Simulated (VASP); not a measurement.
# Na (Im-3m) in VASP: further runs

Aim: see how the results for Na move with the level of theory and the settings. Levels: PBEsol, LDA. Tasks: single point.

Program: VASP 6.6.1. These are calculated values, not measurements. Logs are shortened: lines on timing, memory, paths and dates and some standing lists are left out, and cuts for length are marked.

### Step 1. The cell of the first run

The structure is cubic, space group Im-3m (No. 229). Conventional cell: a = 4.338 Å, b = 4.338 Å, c = 4.338 Å, α = 90.00°, β = 90.00°, γ = 90.00°. Na (site symmetry m-3m) has 14 Na at 3.76 to 4.34 Å within 4.9 Å.

### Step 2. Single point, PBEsol

The input, INCAR:

```
SYSTEM = Na
PREC = Accurate ; ENCUT = 520
EDIFF = 1E-6 ; ISMEAR = -1
SIGMA = 0.05 ; LREAL = .False.
LASPH = .True. ; NELM = 100
ALGO = Normal ; ISIF = 2
LWAVE = .False. ; LCHARG = .False.
GGA = PS ; NBANDS = 10
```

The input, KPOINTS:

```
regular mesh
0
Gamma
  9 9 9
  0 0 0
```

The input, POSCAR:

```
Na
1.0
   -2.1691742836      2.1691742836      2.1691742836
    2.1691742836     -2.1691742836      2.1691742836
    2.1691742836      2.1691742836     -2.1691742836
Na
1
Direct
    0.0000000000      0.0000000000      0.0000000000
```

Potentials or basis: VASP PAW PBE potentials, release 64 (Na_pv).

Run with:

```bash
> cat potpaw_PBE.64/Na_pv/POTCAR > POTCAR
> mpirun -np 1 vasp_std > vasp.out
```

OUTCAR:

```text
SYSTEM = Na
   PREC = Accurate
   ENCUT = 520
   EDIFF = 1E-6
   ISMEAR = -1
   LREAL = .False.
   LASPH = .True.
   NELM = 100
   ISIF = 2
   GGA = PS

 ion  position               nearest neighbor table
   1  0.000  0.000  0.000-

  LATTYP: Found a body centered cubic cell.
 ALAT       =     4.3383485672

  Lattice vectors:

 A1 = (  -2.1691742836,   2.1691742836,   2.1691742836)
 A2 = (   2.1691742836,  -2.1691742836,   2.1691742836)
 A3 = (   2.1691742836,   2.1691742836,  -2.1691742836)

Analysis of symmetry for initial positions (statically):
=====================================================================
 Subroutine PRICEL returns:
 Original cell was already a primitive cell.

 Routine SETGRP: Setting up the symmetry group for a
 body centered cubic supercell.

 Subroutine GETGRP returns: Found 48 space group operations
[... 9 lines left out ...]

 Routine SETGRP: Setting up the symmetry group for a
 body centered cubic supercell.

 Subroutine GETGRP returns: Found 48 space group operations
[... 11 lines left out ...]
                                     Primitive cell

  volume of cell :      40.8266

  direct lattice vectors                    reciprocal lattice vectors
    -2.169174284  2.169174284  2.169174284     0.000000000  0.230502456  0.230502456
     2.169174284 -2.169174284  2.169174284     0.230502456  0.000000000  0.230502456
     2.169174284  2.169174284 -2.169174284     0.230502456  0.230502456  0.000000000

  length of vectors
     3.757120070  3.757120070  3.757120070     0.325979700  0.325979700  0.325979700

  position of ions in fractional coordinates (direct lattice)
     0.000000000  0.000000000  0.000000000

  ion indices of the primitive-cell ions
   primitive index   ion index
                 1           1

----------------------------------------------------------------------------------------

 KPOINTS: regular mesh

Automatic generation of k-mesh.
 Grid dimensions read from file:
 generate k-points for:    9    9    9

 Generating k-lattice:

  Cartesian coordinates                     Fractional coordinates (reciprocal lattice)
     0.000000000  0.025611384  0.025611384     0.111111111  0.000000000  0.000000000
     0.025611384  0.000000000  0.025611384     0.000000000  0.111111111  0.000000000
[... 51 lines left out ...]
   ICHARG =      2    charge: 1-file 2-atom 10-const
   ISPIN  =      1    spin polarized calculation?
   LNONCOLLINEAR =      F non collinear calculations
   LSORBIT =      F    spin-orbit coupling
   LASPH  =      T    aspherical Exc in radial PAW
   ENCUT  =  520.0 eV  38.22 Ry    6.18 a.u.   6.99  6.99  6.99*2*pi/ulx,y,z
   NELM   =    100;   NELMIN=  2; NELMDL= -5     # of ELM steps
   EDIFF  = 0.1E-05   stopping-criterion for ELM
   LREAL  =      F    real-space projection
   EDIFFG = 0.1E-04   stopping-criterion for IOM
   NSW    =      0    number of steps for IOM
   IBRION =     -1    ionic relax: 0-MD 1-quasi-New 2-CG
   NFREE  =      0    steps in history (QN), initial steepest desc. (CG)
   ISIF   =      2    stress and relaxation
   ISYM   =      2    0-nonsym 1-usesym 2-fastsym
   POTIM  = 0.5000    time-step for ionic-motion
   TEBEG  =    0.0;   TEEND  =   0.0 temperature during run
   PSTRESS=    0.0 pullay stress
   NELECT =       7.0000    total number of electrons
   NUPDOWN=      -1.0000    fix difference up-down
   EMIN   =  10.00;   EMAX   =-10.00  energy-range for DOS
   EFERMI =   0.00;   METHOD = LEGACY
   ISMEAR =    -1;   SIGMA  =   0.05  broadening in eV -4-tet -1-fermi 0-gaus
   EFERMI_NEDOS =   21; number of points for ismear=-14 and -15
   IALGO  =     38    algorithm
   IMIX   =      4    mixing-type and parameters
     AMIX     =   0.40;   BMIX     =  1.00
     AMIX_MAG =   1.60;   BMIX_MAG =  1.00
  volume/ion in A,a.u.               =      40.83       275.51
  Fermi-wavevector in a.u.,A,eV,Ry     =   0.909480  1.718668 11.254107  0.827154
  Thomas-Fermi vector in A             =   2.033529
   LORBIT       =      0    0 simple, 1 ext, 2 COOP (PROOUT), +10 PAW based schemes
   GGA     = PS    functional components
   LHFCALC =     F    Hartree Fock is set to
   AEXX    =    0.0000 exact exchange contribution
   IVDW    =     0    specifies the selected vdW correction
   LEPSILON=     F    determine dielectric tensor
   LRPA    =     F    only Hartree local field effects (RPA)
 non-spin polarized calculation
  energy-cutoff  :      520.00
  volume of cell :       40.83
 maximum number of plane-waves:      1118
   NGX = 13   NGY = 13   NGZ = 13

 number of electron       6.9999990 magnetization

 Free energy of the ion-electron system (eV)
  ---------------------------------------------------
  ext. energy  EPLUGINS =         0.00000000
  ---------------------------------------------------
  free energy    TOTEN  =        -1.39425485 eV

  energy without entropy =       -1.39089314  energy(sigma->0) =       -1.39257399

 E-fermi :   0.0347     XC(G=0):  -6.2526

 val. band max:       -0.0600463847   @ k =  -0.3333   0.4444   0.1111
 cond. band min:       0.1274351346   @ k =   0.4444   0.0000   0.0000
 fundamental gap:      0.1874815193
 Fermi energy:         0.0346541945

 k-point     1 :       0.0000    0.0000    0.0000
  band No.  band energies     occupation
      1     -24.8216      2.00000
      2     -24.8216      2.00000
      3     -24.8216      2.00000
      4      -3.0324      2.00000
      5      11.1663      0.00000
      6      11.1664      0.00000
      7      11.1664      0.00000
      8      12.1160      0.00000
      9      12.1160      0.00000
     10      12.6193      0.00000
[... 287 lines left out ...]
 k-point    24 :      -0.4444   -0.4444    0.1111
  band No.  band energies     occupation
      1     -24.8445      2.00000
      2     -24.8340      2.00000
      3     -24.8256      2.00000
      4       1.2753      0.00000
      5       1.7068      0.00000
      6       4.9667      0.00000
      7       8.3694      0.00000
      8       9.9866      0.00000
      9      11.3388      0.00000
     10      12.1605      0.00000

 [... further k-points ...]
[... 5 lines left out ...]
  --------------------------------------------------------------------------------------
  -------------------------------------------------------------------------------------
  Total       -0.1971726     -0.1971726     -0.1971726      0.0000000      0.0000000      0.0000000
  in kB       -7.7377343     -7.7377343     -7.7377343      0.0000000      0.0000000      0.0000000
  external PRESSURE =      -7.7377343 kB  Pullay stress =       0.0000000 kB

 VOLUME and BASIS-vectors are now :
 -----------------------------------------------------------------------------
  energy-cutoff  :      520.00
  volume of cell :       40.83
      direct lattice vectors                 reciprocal lattice vectors
    -2.169174284  2.169174284  2.169174284     0.000000000  0.230502456  0.230502456
     2.169174284 -2.169174284  2.169174284     0.230502456  0.000000000  0.230502456
     2.169174284  2.169174284 -2.169174284     0.230502456  0.230502456  0.000000000

 POSITION                                       TOTAL-FORCE (eV/Angst)
 -----------------------------------------------------------------------------------
      0.00000      0.00000      0.00000         0.000000     -0.000000      0.000000
 -----------------------------------------------------------------------------------
    total drift:                               -0.000000     -0.000000     -0.000000

  FREE ENERGIE OF THE ION-ELECTRON SYSTEM (eV)
  ---------------------------------------------------
  free  energy   TOTEN  =        -1.3942548464 eV

  energy  without entropy=       -1.3908931354  energy(sigma->0) =       -1.39257399
```

OSZICAR:

```text
N       E                     dE             d eps       ncg     rms          rms(c)
DAV:   1     0.268173992825E+02    0.26817E+02   -0.36584E+03   700   0.553E+02
DAV:   2    -0.781954254179E+00   -0.27599E+02   -0.27503E+02   714   0.144E+02
DAV:   3    -0.139083846678E+01   -0.60888E+00   -0.60836E+00   844   0.236E+01
DAV:   4    -0.139591277974E+01   -0.50743E-02   -0.50738E-02   840   0.213E+00
DAV:   5    -0.139598591621E+01   -0.73136E-04   -0.73136E-04   790   0.256E-01    0.229E-01
DAV:   6    -0.139460316009E+01    0.13828E-02   -0.27466E-03   848   0.755E-01    0.141E-01
DAV:   7    -0.139430954849E+01    0.29361E-03   -0.25551E-03   786   0.649E-01    0.460E-02
DAV:   8    -0.139425450048E+01    0.55048E-04   -0.20856E-04   824   0.249E-01    0.226E-03
DAV:   9    -0.139425484643E+01   -0.34594E-06   -0.70177E-07   560   0.980E-03
   1 F= -.13942548E+01 E0= -.13925740E+01  d E =-.336171E-02
```

It took 3.7 s on 1 thread of Intel Xeon 6975P-C (Granite Rapids), shared host; peak memory 0.15 GiB.

Results:

| Item | Value |
| --- | --- |
| Free energy | -1.3943 eV |
| Pressure | -0.8 GPa |

Caveat: the PAW data sets were made with another functional, which shifts forces and pressure a little.

### Step 3. Single point, PBEsol

This run uses another cell than the first one, of 41.61 Å³/atom, 1.019 times its volume.

The input, INCAR:

```
SYSTEM = Na
  PREC = Accurate
  ENCUT = 520
  EDIFF = 1E-6
  ISMEAR = -1
  SIGMA = 0.05
  LREAL = .False.
  LASPH = .True.
  NELM = 80
  ALGO = Normal
  ISIF = 2
  LWAVE = .False.
  LCHARG = .False.
  GGA = PS
  NBANDS = 10
```

KPOINTS is that of step 2.

The input, POSCAR:

```
Na
1.0
   -2.1829910528      2.1829910528      2.1829910528
    2.1829910528     -2.1829910528      2.1829910528
    2.1829910528      2.1829910528     -2.1829910528
Na
1
Direct
    0.0000000000      0.0000000000      0.0000000000
```

Potentials or basis: VASP PAW PBE potentials, release 64 (Na_pv).

Run with:

```bash
> cat potpaw_PBE.64/Na_pv/POTCAR > POTCAR
> mpirun -np 1 vasp_std > vasp.out
```

It took 3.9 s on 1 thread of Intel Xeon 6975P-C (Granite Rapids), shared host; peak memory 0.14 GiB.

Results (log left out):

```yaml
Free_energy: -1.3903 eV
Pressure: -0.9 GPa
```

Levels at points of the mesh, in eV from the Fermi level:
```csv
k point,band 1,band 2,band 3,band 4,band 5,band 6,band 7,band 8
"(0.00, 0.00, 0.00)",-24.87,-24.87,-24.87,-3.03,11.01,11.01,11.01,11.95
```

Caveat: the PAW data sets were made with another functional, which shifts forces and pressure a little.

### Step 4. Single point, LDA

This run uses another cell than the first one, of 39.26 Å³/atom, 0.962 times its volume.

The input, INCAR:

```
PREC = Accurate ; ENCUT = 520
EDIFF = 1E-6 ; ISMEAR = -1
SIGMA = 0.05 ; LREAL = False
LASPH = True ; NELM = 80
ALGO = Normal ; ISIF = 2
LWAVE = False ; LCHARG = False
NBANDS = 10
```

The input, KPOINTS:

```
Automatic mesh
0
Gamma
  5 5 5
```

The input, POSCAR:

```
Na
1.0
   -2.1410000000      2.1410000000      2.1410000000
    2.1410000000     -2.1410000000      2.1410000000
    2.1410000000      2.1410000000     -2.1410000000
Na
1
Direct
    0.0000000000      0.0000000000      0.0000000000
```

Potentials or basis: VASP PAW LDA potentials, release 64 (Na_pv).

Run with:

```bash
> cat potpaw_LDA.64/Na_pv/POTCAR > POTCAR
> mpirun -np 1 vasp_std > vasp.out
```

OUTCAR:

```text
PREC = Accurate
   ENCUT = 520
   EDIFF = 1E-6
   ISMEAR = -1
   LREAL = False
   LASPH = True
   NELM = 80
   ISIF = 2

 ion  position               nearest neighbor table
   1  0.000  0.000  0.000-

  LATTYP: Found a body centered cubic cell.
 ALAT       =     4.2820000000

  Lattice vectors:

 A1 = (  -2.1410000000,   2.1410000000,   2.1410000000)
 A2 = (   2.1410000000,  -2.1410000000,   2.1410000000)
[... 291 lines left out ...]
      8       6.2612      0.00000
      9       8.7987      0.00000
     10      16.4122      0.00000

------------------------ aborting loop because EDIFF is reached ----------------------------------------

  FORCE on cell =-STRESS in cart. coord.  units (eV):
  Direction    XX          YY          ZZ          XY          YZ          ZX
  --------------------------------------------------------------------------------------
  -------------------------------------------------------------------------------------
  Total       -0.2705129     -0.2705129     -0.2705129      0.0000000      0.0000000     -0.0000000
  in kB      -11.0404965    -11.0404965    -11.0404965      0.0000000      0.0000000     -0.0000000
  external PRESSURE =     -11.0404965 kB  Pullay stress =       0.0000000 kB

 VOLUME and BASIS-vectors are now :
 -----------------------------------------------------------------------------
  energy-cutoff  :      520.00
  volume of cell :       39.26
      direct lattice vectors                 reciprocal lattice vectors
    -2.141000000  2.141000000  2.141000000     0.000000000  0.233535731  0.233535731
     2.141000000 -2.141000000  2.141000000     0.233535731  0.000000000  0.233535731
     2.141000000  2.141000000 -2.141000000     0.233535731  0.233535731  0.000000000

 POSITION                                       TOTAL-FORCE (eV/Angst)
 -----------------------------------------------------------------------------------
      0.00000      0.00000      0.00000         0.000000     -0.000000     -0.000000
 -----------------------------------------------------------------------------------
    total drift:                                0.000000     -0.000000     -0.000000

  FREE ENERGIE OF THE ION-ELECTRON SYSTEM (eV)
  ---------------------------------------------------
  free  energy   TOTEN  =        -1.4310720837 eV

  energy  without entropy=       -1.4191463244  energy(sigma->0) =       -1.42510920
```

OSZICAR:

```text
N       E                     dE             d eps       ncg     rms          rms(c)
DAV:   1     0.251715494734E+02    0.25172E+02   -0.37734E+03   200   0.581E+02
DAV:   2    -0.977313937256E+00   -0.26149E+02   -0.26063E+02   214   0.131E+02
DAV:   3    -0.142795161099E+01   -0.45064E+00   -0.45051E+00   240   0.192E+01
DAV:   4    -0.143218988490E+01   -0.42383E-02   -0.42381E-02   240   0.198E+00
DAV:   5    -0.143225292045E+01   -0.63036E-04   -0.63033E-04   262   0.228E-01    0.194E-01
DAV:   6    -0.143146272118E+01    0.79020E-03   -0.75616E-04   230   0.353E-01    0.129E-01
DAV:   7    -0.143108762193E+01    0.37510E-03   -0.12058E-03   228   0.368E-01    0.207E-02
DAV:   8    -0.143107173074E+01    0.15891E-04   -0.93897E-05   250   0.156E-01    0.287E-03
DAV:   9    -0.143107208373E+01   -0.35299E-06   -0.44687E-07   178   0.580E-03
   1 F= -.14310721E+01 E0= -.14251092E+01  d E =-.119258E-01
```

stdout:

```text
POSCAR found type information on POSCAR Na
 POSCAR found :  1 types and       1 ions
 scaLAPACK will be used
 LDA part: xc-table for (Slater(with rela. corr.)+CA(PZ))
 , standard interpolation
 POSCAR, INCAR and KPOINTS ok, starting setup
 FFT: planning ... GRIDC
 FFT: planning ... GRID_SOFT
 FFT: planning ... GRID
 WAVECAR not read
 entering main loop
```

Wall time 1.5 s (1 thread of Intel Xeon 6975P-C (Granite Rapids), shared host); peak memory 0.13 GiB.

Results:

```yaml
Free_energy: -1.4311 eV
Pressure: -1.1 GPa
```

Caveat: the k points lie up to 0.42 Å⁻¹ apart.

### Step 5. Summary

| level | potentials or basis | cell | k mesh | gap on the mesh (eV) | pressure (GPa) |
| --- | --- | --- | --- | --- | --- |
| PBEsol | VASP PAW PBE potentials, release 64 (Na_pv) | a = 3.757 Å, angles 109.5°, 1 atom | 9 × 9 × 9 | none | -0.8 |
| PBEsol | VASP PAW PBE potentials, release 64 (Na_pv) | a = 3.781 Å, angles 109.5°, 1 atom | 9 × 9 × 9 | none | -0.9 |
| LDA | VASP PAW LDA potentials, release 64 (Na_pv) | a = 3.708 Å, angles 109.5°, 1 atom | 5 × 5 × 5 | none | -1.1 |

Alike in all rows: task single point; no spin polarisation; cutoff (eV) 520; smearing fermi-dirac 0.05 eV.

Caveats: some runs use coarse meshes; the PAW data sets were made with another functional, which shifts forces and pressure a little (some runs).

Absolute energies hang on the potentials; compare differences alone.
